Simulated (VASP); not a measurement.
K2Ca, 3 atoms in the cell. The cell holds a slab with vacuum, 3 atoms: a = 5.283 Å, b = 5.283 Å, c = 25.283 Å, α = 90.00°, β = 90.00°, γ = 90.00°. 

```yaml
Program: VASP 6.6.1
Task: single point
Functional: PBE
Potentials_or_basis: VASP PAW PBE potentials, release 64 (Ca_sv, K_sv)
Cutoff: 520 eV
k_mesh: 8 × 8 × 1
Occupations: fermi-dirac, width 0.08 eV
Spin: no spin polarisation
Dipole_correction: yes
Further_INCAR_settings: ALGO = Normal; EDIFF = 1e-06; NBANDS = 21
```

Potentials or basis: VASP PAW PBE potentials, release 64 (Ca_sv, K_sv).

The run is started by

```console
$ cat potpaw_PBE.64/Ca_sv/POTCAR potpaw_PBE.64/K_sv/POTCAR > POTCAR
$ mpirun -np 1 vasp_std > vasp.out
```

Hardware: 1 thread of AMD EPYC 9R45 96-Core Processor (Zen 5), on a shared host.

Question: Estimate the wall time of this run.

Answer: Wall time 2.7 min on 1 thread of AMD EPYC 9R45 96-Core Processor (Zen 5) (shared host), peak memory 0.7 GiB. Counts: scf iterations 24, k points 15.
